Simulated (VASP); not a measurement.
A run of VASP 6.6.1:

File INCAR:

```
SYSTEM = HfC
PREC = Accurate
ENCUT = 600
EDIFF = 1E-6
ISMEAR = 0
SIGMA = 0.1
LREAL = .False.
LASPH = .True.
NELM = 100
ALGO = Normal
ISIF = 3
LWAVE = .False.
LCHARG = .False.
GGA = PE
IBRION = 2
NSW = 90
EDIFFG = -0.04
```

The input KPOINTS:

```
regular mesh
0
Gamma
  8 4 6
  0 0 0
```

The input POSCAR:

```
HfC
1.0
    3.2735496700      0.0000000000      0.0000000000
    0.0000000000      4.6178338200      0.0000000000
   -3.2554423300      0.0000000000      3.2919115700
Hf C
2 2
Direct
    0.9578540200      0.7364051800      0.9813000600
    0.9578540200      0.2635948200      0.4813000600
    0.0421459800      0.2255469200      0.0186999400
    0.0421459800      0.7744530800      0.5186999400
```

Potentials or basis: VASP PAW PBE potentials, release 64 (Hf_pv, C).

Command:

```sh
$ cat potpaw_PBE.64/Hf_pv/POTCAR potpaw_PBE.64/C/POTCAR > POTCAR
$ mpirun -np 1 vasp_std > vasp.out
```

Hardware: 1 thread of AMD EPYC 9R45 (Zen 5), on a shared host.

How long does it take, and how much memory?

Wall time 5 min on 1 thread of AMD EPYC 9R45 (Zen 5), with other jobs on the host, peak memory 0.22 GiB. Counts: scf iterations 65, k points 78, ion steps 8.
